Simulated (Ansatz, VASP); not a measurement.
## H4C2O: VASP beside Ansatz

```
H C O
1.0
     4.68104    0.00000   -0.00151
     0.00000    8.35607    0.00000
    -3.51734    0.00000    6.51376
H C O
16 8 4
Cartesian
  1.9529 5.0984 3.6537
  -2.5478 0.9203 6.1154
  -0.7892 3.2577 2.8586
  3.7115 7.4358 0.3968
  1.7636 3.6488 4.7949
  -2.3586 7.8269 4.9742
  -0.5999 4.7073 1.7173
  3.5223 0.5292 1.5381
  -0.3761 4.6396 5.7039
  -0.2188 0.4616 4.0652
  1.5398 3.7165 0.8084
  1.3825 7.8945 2.4470
  -0.2118 6.0780 4.5431
  -0.3832 1.9000 5.2261
  1.3755 2.2780 1.9692
  1.5469 6.4561 1.2862
  1.5173 4.6883 4.5669
  -2.1123 0.5103 5.2022
  -0.3536 3.6677 1.9453
  3.2760 7.8458 1.3100
  0.2727 5.2624 5.0846
  -0.8677 1.0844 4.6846
  0.8910 3.0937 1.4277
  2.0314 7.2717 1.8277
  1.5396 5.5915 5.6942
  -2.1345 1.4135 4.0749
  -0.3759 2.7645 0.8180
  3.2982 6.9426 2.4373
```

Alike in both runs: task single point; functional PBE; dispersion D3(BJ); k mesh 6 × 4 × 4; occupations gaussian, width 0.02 eV; no spin polarisation.

|  | VASP | Ansatz |
| --- | --- | --- |
| version | VASP 6.6.1 | Ansatz 0.2.0 |
| potentials or method | VASP PAW PBE potentials, release 64 (H, C, O), cutoff 520 eV | scalar-relativistic, plane waves, PAW |
| valence electrons in the cell | 72 | 72 |

```tsv
	VASP	Ansatz	Ansatz less VASP
gap on the k mesh at the Fermi level (eV)	5.44	5.46	+0.012
least direct gap on the mesh (eV)	5.54	5.56	+0.013
pressure (GPa)	0.4	0.0	-0.37
traceless stress, the component that is largest in VASP (GPa)	0.17	0.00	-0.172
rms of the force components (eV/Å)	0.103	0.002	-0.1013
```

Atom by atom the forces differ by 0.104 eV/Å (rms over components).
